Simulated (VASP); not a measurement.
# Ca (P6/mmm) in VASP: a series of runs, part 3 of 3

VASP 6.6.1. Earlier steps stand in the parts before.

## 6. Relaxation of cell and atoms, r2SCAN

This run uses another cell than the first one, of 43.63 Å³/atom.

Contents of POSCAR:

```
Ca
1.0
    6.2706255792      0.0000000000      0.0000000000
   -3.1353127896      5.4305210492      0.0000000000
    0.0000000000      0.0000000000      3.8438934801
Ca
3
Direct
    0.0000000000      0.0000000000      0.0000000000
    0.3333333333      0.6666666667      0.5000000000
    0.6666666667      0.3333333333      0.5000000000
```

Contents of INCAR.step1:

```
PREC = Accurate ; ENCUT = 550
ISMEAR = -1 ; SIGMA = 0.1
LREAL = False ; LASPH = True
NELM = 120 ; GGA = PE
ALGO = Normal ; EDIFF = 1E-5
LWAVE = True ; LCHARG = False
GGA_COMPAT = False ; IBRION = 2
ISIF = 3 ; EDIFFG = -0.005
NELMIN = 4 ; NSW = 100
```

Contents of INCAR.step2:

```
PREC = Accurate ; ENCUT = 550
EDIFF = 1E-7 ; ISMEAR = -1
SIGMA = 0.1 ; LREAL = False
LASPH = True ; NELM = 120
ALGO = Normal ; ISIF = 3
LWAVE = False ; LCHARG = False
METAGGA = R2SCAN ; LMIXTAU = True
IBRION = 2 ; NSW = 80
EDIFFG = -0.01 ; ISTART = 1
GGA_COMPAT = False ; NELMIN = 4
```

Contents of KPOINTS:

```
Automatic mesh
0
Gamma
  6 6 8
```

Potentials or basis: VASP PAW PBE potentials, release 64 (Ca_sv).

The run is started by

```sh
$ cat potpaw_PBE.64/Ca_sv/POTCAR > POTCAR
$ cp INCAR.step1 INCAR
$ mpirun -np 1 vasp_std > vasp.out
$ cp INCAR.step2 INCAR
$ mpirun -np 1 vasp_std > vasp.out
```

OUTCAR:

```text
PREC = Accurate
   ENCUT = 550
   EDIFF = 1E-7
   ISMEAR = -1
   LREAL = False
   LASPH = True
   NELM = 120
   ISIF = 3
   METAGGA = R2SCAN
   IBRION = 2
   NSW = 80
   EDIFFG = -0.01
   ISTART = 1
   NELMIN = 4

 ion  position               nearest neighbor table
   1  0.000  0.000  0.000-
   2  0.333  0.667  0.500-
   3  0.667  0.333  0.500-

  LATTYP: Found a hexagonal cell.
 ALAT       =     6.2706255792
 C/A-ratio  =     0.6130000000

  Lattice vectors:

 A1 = (   6.2706255792,   0.0000000000,   0.0000000000)
 A2 = (  -3.1353127896,   5.4305210492,   0.0000000000)
 A3 = (   0.0000000000,   0.0000000000,   3.8438934801)

Analysis of symmetry for initial positions (statically):
=====================================================================
 Subroutine PRICEL returns:
 Original cell was already a primitive cell.

 Routine SETGRP: Setting up the symmetry group for a
 hexagonal supercell.

 Subroutine GETGRP returns: Found 24 space group operations
 (whereof 24 operations were pure point group operations)
 out of a pool of 24 trial point group operations.

The static configuration has the point symmetry D_6h.

Analysis of symmetry for dynamics (positions and initial velocities):
=====================================================================
 Subroutine PRICEL returns:
 Original cell was already a primitive cell.

 Routine SETGRP: Setting up the symmetry group for a
 hexagonal supercell.

 Subroutine GETGRP returns: Found 24 space group operations
 (whereof 24 operations were pure point group operations)
 out of a pool of 24 trial point group operations.

The dynamic configuration has the point symmetry D_6h.

 Subroutine INISYM returns: Found 24 space group operations
 (whereof 24 operations are pure point group operations),
 and found     1 'primitive' translations

----------------------------------------------------------------------------------------

                                     Primitive cell

  volume of cell :     130.8952

  direct lattice vectors                    reciprocal lattice vectors
     6.270625579  0.000000000  0.000000000     0.159473722  0.092072196  0.000000000
    -3.135312790  5.430521049  0.000000000     0.000000000  0.184144393  0.000000000
     0.000000000  0.000000000  3.843893480     0.000000000  0.000000000  0.260152891

  length of vectors
     6.270625579  6.270625579  3.843893480     0.184144393  0.184144393  0.260152891

  position of ions in fractional coordinates (direct lattice)
     0.000000000  0.000000000  0.000000000
     0.333333333  0.666666667  0.500000000
     0.666666667  0.333333333  0.500000000

  ion indices of the primitive-cell ions
   primitive index   ion index
                 1           1
                 2           2
                 3           3

----------------------------------------------------------------------------------------

 KPOINTS: Automatic mesh

Automatic generation of k-mesh.
[... 25 lines left out ...]
  0.333333  0.000000  0.000000      6.000000
  0.500000  0.000000  0.000000      3.000000
  0.166667  0.166667  0.000000      6.000000
  0.333333  0.166667  0.000000     12.000000
[... 16 lines left out ...]
  0.166667  0.000000  0.375000     12.000000
  0.333333  0.000000  0.375000     12.000000
 [... further k-points ...]
   k-points           NKPTS =     35   k-points in BZ     NKDIM =     35   number of bands    NBANDS=     19
   number of dos      NEDOS =    301   number of ions     NIONS =      3
   total plane-waves  NPLWV =  69120
   dimension x,y,z NGX =    48 NGY =   48 NGZ =   30
   dimension x,y,z NGXF=    96 NGYF=   96 NGZF=   60
   ions per type =               3
   NGX,Y,Z   is equivalent  to a cutoff of  12.73, 12.73, 12.97 a.u.
   NGXF,Y,Z  is equivalent  to a cutoff of  25.45, 25.45, 25.95 a.u.
 SYSTEM =  unknown system
   PREC   = accura    normal or accurate (medium, high low for compatibility)
   ISTART =      1    job   : 0-new  1-cont  2-samecut
   ICHARG =      0    charge: 1-file 2-atom 10-const
   ISPIN  =      1    spin polarized calculation?
   LNONCOLLINEAR =      F non collinear calculations
   LSORBIT =      F    spin-orbit coupling
   LASPH  =      T    aspherical Exc in radial PAW
   ENCUT  =  550.0 eV  40.42 Ry    6.36 a.u.  11.99 11.99  7.35*2*pi/ulx,y,z
   NELM   =    120;   NELMIN=  4; NELMDL=  0     # of ELM steps
   EDIFF  = 0.1E-06   stopping-criterion for ELM
   LREAL  =      F    real-space projection
   EDIFFG = -.1E-01   stopping-criterion for IOM
   NSW    =     80    number of steps for IOM
   IBRION =      2    ionic relax: 0-MD 1-quasi-New 2-CG
   NFREE  =      1    steps in history (QN), initial steepest desc. (CG)
   ISIF   =      3    stress and relaxation
   ISYM   =      2    0-nonsym 1-usesym 2-fastsym
   POTIM  = 0.5000    time-step for ionic-motion
   TEBEG  =    0.0;   TEEND  =   0.0 temperature during run
   PSTRESS=    0.0 pullay stress
   NELECT =      30.0000    total number of electrons
   NUPDOWN=      -1.0000    fix difference up-down
   EMIN   =  10.00;   EMAX   =-10.00  energy-range for DOS
   EFERMI =   0.00;   METHOD = LEGACY
   ISMEAR =    -1;   SIGMA  =   0.10  broadening in eV -4-tet -1-fermi 0-gaus
   EFERMI_NEDOS =   21; number of points for ismear=-14 and -15
   IALGO  =     38    algorithm
   IMIX   =      4    mixing-type and parameters
     AMIX     =   0.40;   BMIX     =  1.00
     AMIX_MAG =   1.60;   BMIX_MAG =  1.00
  volume/ion in A,a.u.               =      43.63       294.44
  Fermi-wavevector in a.u.,A,eV,Ry     =   1.001861  1.893242 13.656506  1.003725
  Thomas-Fermi vector in A             =   2.134310
   LORBIT       =      0    0 simple, 1 ext, 2 COOP (PROOUT), +10 PAW based schemes
   METAGGA = R2SCAN    functional components
   LHFCALC =     F    Hartree Fock is set to
   AEXX    =    0.0000 exact exchange contribution
   IVDW    =     0    specifies the selected vdW correction
   LEPSILON=     F    determine dielectric tensor
   LRPA    =     F    only Hartree local field effects (RPA)
 conjugate gradient relaxation of ions
 non-spin polarized calculation
  energy-cutoff  :      550.00
  volume of cell :      130.90
 maximum number of plane-waves:      3863
 NGX is ok and might be reduce to    48
   NGX = 23   NGY = 23   NGZ = 15

--------------------------------------- Ionic step        1  -------------------------------------------

 number of electron      30.0000001 magnetization

 Free energy of the ion-electron system (eV)
  ---------------------------------------------------
  ext. energy  EPLUGINS =         0.00000000
  ---------------------------------------------------
  free energy    TOTEN  =       -21.00076598 eV

  energy without entropy =      -20.86532196  energy(sigma->0) =      -20.93304397

------------------------ aborting loop because EDIFF is reached ----------------------------------------

  FORCE on cell =-STRESS in cart. coord.  units (eV):
  Direction    XX          YY          ZZ          XY          YZ          ZX
  --------------------------------------------------------------------------------------
  -------------------------------------------------------------------------------------
  Total        0.3431626      0.3431626     -0.4373167      0.0000000     -0.0000000      0.0000000
  in kB        4.2003635      4.2003635     -5.3528238      0.0000000     -0.0000000      0.0000000
  external PRESSURE =       1.0159678 kB  Pullay stress =       0.0000000 kB
[... 135 lines left out ...]
--------------------------------------- Ionic step        5  -------------------------------------------

 number of electron      30.0000001 magnetization

 Free energy of the ion-electron system (eV)
  ---------------------------------------------------
  ext. energy  EPLUGINS =         0.00000000
  ---------------------------------------------------
  free energy    TOTEN  =       -21.00877639 eV

  energy without entropy =      -20.87604471  energy(sigma->0) =      -20.94241055

 E-fermi :   1.8643     XC(G=0):  -8.0931

 val. band max:        1.8348071241   @ k =   0.1667   0.0000   0.1250
 cond. band min:       1.8728948324   @ k =   0.3333   0.0000   0.5000
 fundamental gap:      0.0380877083
 Fermi energy:         1.8642757078

 k-point     1 :       0.0000    0.0000    0.0000
  band No.  band energies     occupation
      1     -42.0711      2.00000
      2     -42.0544      2.00000
      3     -41.9591      2.00000
      4     -22.2152      2.00000
      5     -22.2152      2.00000
      6     -22.1307      2.00000
[... 505 lines left out ...]
      6     -22.1931      2.00000
[... 11 lines left out ...]
     18       2.7819      0.00021
     19       3.2955      0.00000

 [... further k-points ...]

------------------------ aborting loop because EDIFF is reached ----------------------------------------

  FORCE on cell =-STRESS in cart. coord.  units (eV):
  Direction    XX          YY          ZZ          XY          YZ          ZX
  --------------------------------------------------------------------------------------
  -------------------------------------------------------------------------------------
  Total       -0.0115409     -0.0115409     -0.0177317      0.0000000      0.0000000     -0.0000000
  in kB       -0.1406417     -0.1406417     -0.2160849      0.0000000      0.0000000     -0.0000000
  external PRESSURE =      -0.1657894 kB  Pullay stress =       0.0000000 kB
[... 18 lines left out ...]
  FREE ENERGIE OF THE ION-ELECTRON SYSTEM (eV)
  ---------------------------------------------------
  free  energy   TOTEN  =       -21.0087763867 eV

  energy  without entropy=      -20.8760447075  energy(sigma->0) =      -20.94241055

 reached required accuracy - stopping structural energy minimisation
```

It took 16 min on 1 thread of Intel Xeon 6975P-C (Granite Rapids), shared host; peak memory 0.32 GiB.

What came out:

* Free energy: -21.0088 eV
* Relaxed volume: 43.82 Å³/atom
* Relaxed cell: a = 6.342 Å, b = 6.342 Å, c = 3.775 Å, α = 90.00°, β = 90.00°, γ = 120.00°
* Space group after relaxing (to 0.1 Å): P6/mmm (No. 191)
* Energy gained by relaxing: 2.7 meV/atom
* Ionic steps: 5
* Pressure after relaxing: 0.0 GPa
* Band gap on the k mesh: zero (bands 15 and 16 overlap by 0.59 eV)

Step by step:
```tsv
step	energy change (eV)	largest force (eV/Å)	pressure (GPa)	volume (Å³)
1	0.0000	0.0000	0.10	130.90
2	-0.0054	0.0000	0.02	131.41
3	-0.0078	0.0000	-0.09	132.07
4	-0.0078	0.0000	-0.09	132.04
5	-0.0080	0.0000	-0.02	131.47
```

Final structure:
```yaml
crystal:
  lattice:
    - [6.34194, 0.00000, 0.00000]
    - [-3.17097, 5.49228, 0.00000]
    - [0.00000, 0.00000, 3.77453]
  atoms:
    - { symbol: Ca, position: [0.00000, 0.00000, 0.00000] }
    - { symbol: Ca, position: [0.33333, 0.66667, 0.50000] }
    - { symbol: Ca, position: [0.66667, 0.33333, 0.50000] }
```

Caveat: the PAW data sets were made with another functional, which shifts forces and pressure a little.

## 7. Overview

```tsv
task	cell	k mesh	gap on the mesh (eV)	pressure (GPa)
single point	a = 6.418, b = 6.418, c = 3.814 Å, angles 90.0, 90.0, 120.0°, 3 atoms	7 × 7 × 10	none	-0.6
single point	a = 6.499, b = 6.499, c = 3.862 Å, angles 90.0, 90.0, 120.0°, 3 atoms	7 × 7 × 10	none	-1.1
single point	a = 6.578, b = 6.578, c = 3.909 Å, angles 90.0, 90.0, 120.0°, 3 atoms	7 × 7 × 10	none	-1.6
single point	a = 6.334, b = 6.334, c = 3.764 Å, angles 90.0, 90.0, 120.0°, 3 atoms	8 × 8 × 11	none	0.1
relaxation of cell and atoms	relaxed from a = 6.271, b = 6.271, c = 3.844 Å, angles 90.0, 90.0, 120.0°, 3 atoms	6 × 6 × 8	none	0.0
```

Alike in all rows: level r2SCAN; potentials or basis VASP PAW PBE potentials, release 64 (Ca_sv); no spin polarisation; cutoff (eV) 550; smearing fermi-dirac 0.1 eV.

Caveats: the PAW data sets were made with another functional, which shifts forces and pressure a little.

Total energies depend on the potentials used, so only differences within one code and one set of settings carry meaning.

The gap in the log of VASP goes by the Fermi energy; the results here count the filled bands.